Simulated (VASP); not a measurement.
Runs of VASP 6.6.1 on Sc. The structure is that of space group I4/mmm (No. 139), or close to it. The cells are those of the table. 

```csv
cell,gap on the mesh (eV),pressure (GPa)
"a = 3.128, b = 3.128, c = 3.488 Å, angles 56.1, 56.1, 67.8°, 1 atom",none,4.4
"a = 3.270, b = 3.270, c = 3.111 Å, angles 61.6, 61.6, 56.8°, 1 atom",none,4.1
"a = 3.172, b = 3.172, c = 3.301 Å, angles 58.6, 58.6, 62.7°, 1 atom",none,(a)
"a = 3.412, b = 3.412, c = 2.942 Å, angles 64.5, 64.5, 51.1°, 1 atom",none,3.3
```

Alike in all rows: task single point; level r2SCAN; potentials or basis VASP PAW PBE potentials, release 64 (Sc_sv); no spin polarisation; k mesh 20 × 20 × 20; cutoff (eV) 520; smearing gaussian 0.15 eV.

Question: Estimate the missing entries.

Answer: (a) 4.2.

Caveats: the PAW data sets were made with another functional, which shifts forces and pressure a little; the cell stands under pressure (at least some runs); the stress differs along the axes, from -3 to 7 GPa (at least some runs).

A gap of «none» marks levels without a gap at the run's occupations.
